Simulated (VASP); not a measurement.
# Al12H in VASP: a series of runs

Runs on Al12H. Level: PBE. Tasks: single point, relaxation of the atoms.

Program: VASP 6.6.1. These are calculated values, not measurements. Logs are shortened: lines on timing, memory, paths and dates and some standing lists are left out, and cuts for length are marked.

## (1) The cell of the first run

The cell holds a slab with vacuum, 13 atoms: a = 5.714 Å, b = 5.714 Å, c = 20.101 Å, α = 90.00°, β = 90.00°, γ = 120.00°.

## (2) Single point, PBE

Contents of INCAR:

```
SYSTEM = Al12H
PREC = Accurate
ENCUT = 520
EDIFF = 1E-6
ISMEAR = 0
SIGMA = 0.1
LREAL = .False.
LASPH = .True.
NELM = 60
ALGO = Normal
ISIF = 2
LWAVE = .False.
LCHARG = .False.
LDIPOL = .True.
IDIPOL = 3
DIPOL = 0.5 0.5 0.327
GGA = PE
NBANDS = 30
```

Contents of KPOINTS:

```
regular mesh
0
Gamma
  6 6 1
  0 0 0
```

Contents of POSCAR:

```
Al12H
1.0
    5.7135165838      0.0000000000      0.0000000000
   -2.8567582919      4.9480505065      0.0000000000
    0.0000000000      0.0000000000     20.1013781936
Al H
12 1
Direct
    0.3333333333      0.1666666666      0.1989913309
    0.3333333333      0.6666666666      0.1989913309
    0.8333333333      0.1666666666      0.1989913309
    0.8333333333      0.6666666666      0.1989913309
    0.1666666667      0.3333333334      0.3134471578
    0.1666666667      0.8333333333      0.3134471578
    0.6666666667      0.3333333333      0.3134471578
    0.6666666667      0.8333333333      0.3134471578
    0.0000000000      0.0000000000      0.4278999236
    0.0000000000      0.5000000000      0.4278999236
    0.5000000000      0.0000000000      0.4278999236
    0.5000000000      0.5000000000      0.4278999236
    0.0000000000      0.2500000000      0.4840153437
```

Potentials or basis: VASP PAW PBE potentials, release 64 (Al, H).

Run with:

```bash
$ cat potpaw_PBE.64/Al/POTCAR potpaw_PBE.64/H/POTCAR > POTCAR
$ mpirun -np 1 vasp_std > vasp.out
```

OUTCAR:

```text
SYSTEM = Al12H
   PREC = Accurate
   ENCUT = 520
   EDIFF = 1E-6
   ISMEAR = 0
   LREAL = .False.
   LASPH = .True.
   NELM = 60
   ISIF = 2
   GGA = PE

 ion  position               nearest neighbor table
   1  0.333  0.167  0.199-   6 2.83   5 2.83   7 2.83   4 2.86   2 2.86   2 2.86   4 2.86   3 2.86
                             3 2.86
   2  0.333  0.667  0.199-   5 2.83   6 2.83   8 2.83   3 2.86   1 2.86   1 2.86   3 2.86   4 2.86
                             4 2.86
   3  0.833  0.167  0.199-   8 2.83   7 2.83   5 2.83   4 2.86   2 2.86   4 2.86   2 2.86   1 2.86
                             1 2.86
   4  0.833  0.667  0.199-   7 2.83   8 2.83   6 2.83   3 2.86   1 2.86   3 2.86   1 2.86   2 2.86
                             2 2.86
   5  0.167  0.333  0.313-  12 2.83  10 2.83   9 2.83   2 2.83   1 2.83   3 2.83   6 2.86   8 2.86
                             7 2.86   8 2.86   7 2.86   6 2.86
   6  0.167  0.833  0.313-  10 2.83  11 2.83   9 2.83   1 2.83   2 2.83   4 2.83   5 2.86   7 2.86
                             7 2.86   8 2.86   8 2.86   5 2.86
   7  0.667  0.333  0.313-  11 2.83  10 2.83  12 2.83   4 2.83   3 2.83   1 2.83   5 2.86   8 2.86
                             6 2.86   8 2.86   6 2.86   5 2.86
   8  0.667  0.833  0.313-  12 2.83   9 2.83  11 2.83   3 2.83   4 2.83   2 2.83   5 2.86   7 2.86
                             7 2.86   6 2.86   6 2.86   5 2.86
   9  0.000  0.000  0.428-  13 1.82   8 2.83   5 2.83   6 2.83  12 2.86  10 2.86  10 2.86  12 2.86
                            11 2.86  11 2.86
  10  0.000  0.500  0.428-  13 1.82   6 2.83   7 2.83   5 2.83  11 2.86   9 2.86   9 2.86  11 2.86
                            12 2.86  12 2.86
  11  0.500  0.000  0.428-   7 2.83   6 2.83   8 2.83  10 2.86  12 2.86  12 2.86  10 2.86   9 2.86
                             9 2.86
  12  0.500  0.500  0.428-   8 2.83   5 2.83   7 2.83   9 2.86  11 2.86  11 2.86   9 2.86  10 2.86
                            10 2.86
  13  0.000  0.250  0.484-   9 1.82  10 1.82

  LATTYP: Found a hexagonal cell.
 ALAT       =     5.7135165838
 C/A-ratio  =     3.5182147280

  Lattice vectors:

 A1 = (   5.7135165838,   0.0000000000,   0.0000000000)
 A2 = (  -2.8567582919,   4.9480505065,   0.0000000000)
 A3 = (   0.0000000000,   0.0000000000,  20.1013781936)

Analysis of symmetry for initial positions (statically):
=====================================================================
 Subroutine PRICEL returns:
 Original cell was already a primitive cell.

 Routine SETGRP: Setting up the symmetry group for a
 hexagonal supercell.

 Subroutine GETGRP returns: Found  2 space group operations
 (whereof  1 operations were pure point group operations)
 out of a pool of 24 trial point group operations.

The static configuration has the point symmetry C_1 .
 The point group associated with its full space group is C_1h.

[... 148 lines left out ...]
   GGA     = PE    functional components
   LHFCALC =     F    Hartree Fock is set to
   AEXX    =    0.0000 exact exchange contribution
   IVDW    =     0    specifies the selected vdW correction
   LEPSILON=     F    determine dielectric tensor
   LRPA    =     F    only Hartree local field effects (RPA)
 non-spin polarized calculation
 Gauss-broadening in eV      SIGMA  =   0.10
  energy-cutoff  :      520.00
  volume of cell :      568.28
 maximum number of plane-waves:     15351
   NGX = 21   NGY = 21   NGZ = 75

 dipolmoment           0.000000      0.000000     -0.004710 electrons x Angstroem

 number of electron      37.0000000 magnetization

 dipolmoment           0.000000      0.000000      0.003399 electrons x Angstroem

 Free energy of the ion-electron system (eV)
  ---------------------------------------------------
  ext. energy  EPLUGINS =         0.00000000
  ---------------------------------------------------
  free energy    TOTEN  =       -45.13148986 eV

  energy without entropy =      -45.11374852  energy(sigma->0) =      -45.12261919

 E-fermi :   0.2758     XC(G=0):  -4.4652

 val. band max:        0.2598774255   @ k =   0.1667   0.1667   0.0000
 cond. band min:       0.3412616303   @ k =  -0.1667   0.3333   0.0000
 fundamental gap:      0.0813842048
 Fermi energy:         0.2757516455

 k-point     1 :       0.0000    0.0000    0.0000
  band No.  band energies     occupation
      1     -10.3664      2.00000
      2      -8.8176      2.00000
      3      -6.5159      2.00000
      4      -4.8866      2.00000
      5      -4.4485      2.00000
      6      -4.4417      2.00000
[... 418 lines left out ...]
     29       3.5669      0.00000
     30       3.6023      0.00000

------------------------ aborting loop because EDIFF is reached ----------------------------------------

 vacuum level on the upper side and lower side of the slab       (xc-potential included)        -0.056        -0.095

  FORCE on cell =-STRESS in cart. coord.  units (eV):
  Direction    XX          YY          ZZ          XY          YZ          ZX
  --------------------------------------------------------------------------------------
  -------------------------------------------------------------------------------------
  Total       -2.1954945     -2.4487939      0.8425171      0.2193637     -0.1928378     -0.3340049
  in kB       -6.1898408     -6.9039774      2.3753405      0.6184604     -0.5436750     -0.9416727
  external PRESSURE =      -3.5728259 kB  Pullay stress =       0.0000000 kB

 VOLUME and BASIS-vectors are now :
 -----------------------------------------------------------------------------
  energy-cutoff  :      520.00
  volume of cell :      568.28
      direct lattice vectors                 reciprocal lattice vectors
     5.713516584  0.000000000  0.000000000     0.175023558  0.101049898  0.000000000
    -2.856758292  4.948050506  0.000000000     0.000000000  0.202099796  0.000000000
     0.000000000  0.000000000 20.101378194     0.000000000  0.000000000  0.049747833

 POSITION                                       TOTAL-FORCE (eV/Angst)
 -----------------------------------------------------------------------------------
      1.42838      0.82468      4.00000         0.051541      0.040432     -0.090496
     -0.00000      3.29870      4.00000         0.060786      0.024420     -0.090496
      4.28514      0.82468      4.00000        -0.092044     -0.053142      0.003807
      2.85676      3.29870      4.00000        -0.047191     -0.027246     -0.127662
      0.00000      1.64935      6.30072         0.001849      0.001068      0.268019
     -1.42838      4.12338      6.30072         0.070671      0.040802     -0.079279
      2.85676      1.64935      6.30072         0.017208      0.056190      0.022938
      1.42838      4.12338      6.30072         0.057266     -0.013192      0.022938
      0.00000      0.00000      8.60138         0.180016     -0.091918      0.113677
     -1.42838      2.47403      8.60138         0.010405      0.201858      0.113677
      2.85676      0.00000      8.60138        -0.459215     -0.265128     -0.120358
      1.42838      2.47403      8.60138         0.254879      0.147155     -0.036852
     -0.71419      1.23701      9.72938        -0.106171     -0.061298      0.000089
 -----------------------------------------------------------------------------------
    total drift:                                0.000062      0.000036     -0.000036

  FREE ENERGIE OF THE ION-ELECTRON SYSTEM (eV)
  ---------------------------------------------------
  free  energy   TOTEN  =       -45.1314898643 eV

  energy  without entropy=      -45.1137485152  energy(sigma->0) =      -45.12261919

 vacuum level on the upper side and lower side of the slab         4.188         4.141
```

stdout:

```text
POSCAR found type information on POSCAR AlH
 POSCAR found :  2 types and      13 ions
 scaLAPACK will be used
 LDA part: xc-table for (Slater+PW92), standard interpolation
 POSCAR, INCAR and KPOINTS ok, starting setup
 FFT: planning ... GRIDC
 FFT: planning ... GRID_SOFT
 FFT: planning ... GRID
 WAVECAR not read
 entering main loop
```

Wall time 4 min (1 thread of AMD EPYC 9R45 (Zen 5), shared host); peak memory 0.6 GiB.

Results:

| Property | Result |
| --- | --- |
| Free energy | -45.1315 eV |
| Largest force | 0.544 eV/Å |
| Band gap on the k mesh | zero (an odd number of electrons rules out a gap without spin polarisation) |

Forces on the atoms (eV/Å):
```
Al   0.052  0.040 -0.090
Al   0.061  0.024 -0.090
Al  -0.092 -0.053  0.004
Al  -0.047 -0.027 -0.128
Al   0.002  0.001  0.268
Al   0.071  0.041 -0.079
Al   0.017  0.056  0.023
Al   0.057 -0.013  0.023
Al   0.180 -0.092  0.114
Al   0.010  0.202  0.114
Al  -0.459 -0.265 -0.120
Al   0.255  0.147 -0.037
H   -0.106 -0.061  0.000
```

## (3) Single point, PBE

Contents of INCAR:

```
SYSTEM = Al12H
PREC = Accurate ; ENCUT = 520
EDIFF = 1E-6 ; ISMEAR = 0
SIGMA = 0.1 ; LREAL = .FALSE.
LASPH = .TRUE. ; NELM = 60
ALGO = Normal ; ISIF = 2
LWAVE = .FALSE. ; LCHARG = .FALSE.
LDIPOL = .TRUE. ; IDIPOL = 3
DIPOL = 0.5 0.5 0.328 ; GGA = PE
NBANDS = 30
```

Contents of KPOINTS:

```
regular mesh
0
G
  6 6 1
  0 0 0
```

Contents of POSCAR:

```
Al12H
1.0
    5.7135165838      0.0000000000      0.0000000000
   -2.8567582919      4.9480505065      0.0000000000
    0.0000000000      0.0000000000     20.1013781936
Al H
12 1
Direct
    0.3333333334      0.1666666667      0.1989913309
    0.3333333334      0.6666666667      0.1989913309
    0.8333333334      0.1666666667      0.1989913309
    0.8333333333      0.6666666667      0.1989913309
    0.1666666667      0.3333333333      0.3134471578
    0.1666666667      0.8333333333      0.3134471578
    0.6666666667      0.3333333333      0.3134471578
    0.6666666667      0.8333333333      0.3134471578
    0.0000000000      0.0000000000      0.4278999236
    0.0000000000      0.5000000000      0.4278999236
    0.5000000000      0.0000000000      0.4278999236
    0.5000000000      0.5000000000      0.4278999236
    0.0833333334      0.1666666667      0.4995238835
```

Potentials or basis: VASP PAW PBE potentials, release 64 (Al, H).

Run with:

```bash
$ cat potpaw_PBE.64/Al/POTCAR potpaw_PBE.64/H/POTCAR > POTCAR
$ mpirun -np 1 vasp_std > vasp.out
```

Wall time 4.1 min (1 thread of AMD EPYC 9R45 (Zen 5), shared host); peak memory 0.61 GiB.

The run converged. Its results:

```yaml
Free_energy: -45.0242 eV
Largest_force: 0.416 eV/Å
Band_gap_on_the_k_mesh: zero (an odd number of electrons rules out a gap without spin polarisation)
```

Forces in eV/Å, atoms in the order of the input:
```
Al   0.096 -0.020 -0.071
Al   0.000  0.075 -0.049
Al  -0.096 -0.020 -0.071
Al   0.000 -0.028 -0.111
Al   0.000  0.106  0.265
Al   0.114 -0.072 -0.004
Al   0.000  0.126 -0.073
Al  -0.114 -0.072 -0.004
Al   0.000 -0.184  0.373
Al  -0.121  0.108 -0.046
Al   0.000 -0.055 -0.150
Al   0.121  0.108 -0.046
H    0.000 -0.072 -0.013
```

Levels at points of the mesh, in eV from the Fermi level:
```csv
k point,band 16,band 17,band 18,band 19,band 20,band 21
"(0.00, 0.00, 0.00)",-2.75,-1.66,-0.44,-0.39,-0.32,-0.17
"(0.50, 0.00, 0.00)",-0.53,-0.43,-0.25,0.10,0.91,0.99
"(0.00, 0.50, 0.00)",-0.53,-0.29,-0.27,-0.11,0.89,0.92
```

(Part 1 of 2 ends here.)
